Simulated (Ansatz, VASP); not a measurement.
## One calculation of PbSe, two programs

```xyz
2
Lattice="0.0000 3.0468 3.0621 3.0775 0.0000 3.0621 3.0775 3.0468 0.0000" Properties=species:S:1:pos:R:3 pbc="T T T"
Pb    0.0000    0.0000    0.0000
Se    3.0775    3.0468    3.0621
```

Change from the starting cell: strain +0.0050 x Voigt [1, -1, 0, 0, 0, 0], atoms carried along.

Alike in both runs: task single point; functional PBE; k mesh 10 × 10 × 10; occupations gaussian, width 0.03 eV; no spin polarisation.

|  | VASP | Ansatz |
| --- | --- | --- |
| version | VASP 6.6.1 | Ansatz 0.2.0 |
| potentials or method | VASP PAW PBE potentials, release 64 (Pb_d, Se), cutoff 520 eV | scalar-relativistic, plane waves, PAW |
| valence electrons in the cell | 20 | 30 |

|  | VASP | Ansatz | Ansatz less VASP |
| --- | --- | --- | --- |
| gap on the k mesh at the Fermi level (eV) | 0.29 | 0.29 | -0.005 |
| least direct gap on the mesh (eV) | 0.29 | 0.29 | -0.005 |
| pressure (GPa) | 2.3 | 2.4 | +0.02 |
| traceless stress, the component that is largest in VASP (GPa) | 0.65 | 0.65 | -0.002 |

With one functional, cell and mesh, what is left measures potentials, basis and numerics. VASP's potentials hold 20 valence electrons a cell and Ansatz's 30, so a difference there can come from the potentials and not from the codes.

Spin-orbit coupling is off throughout.
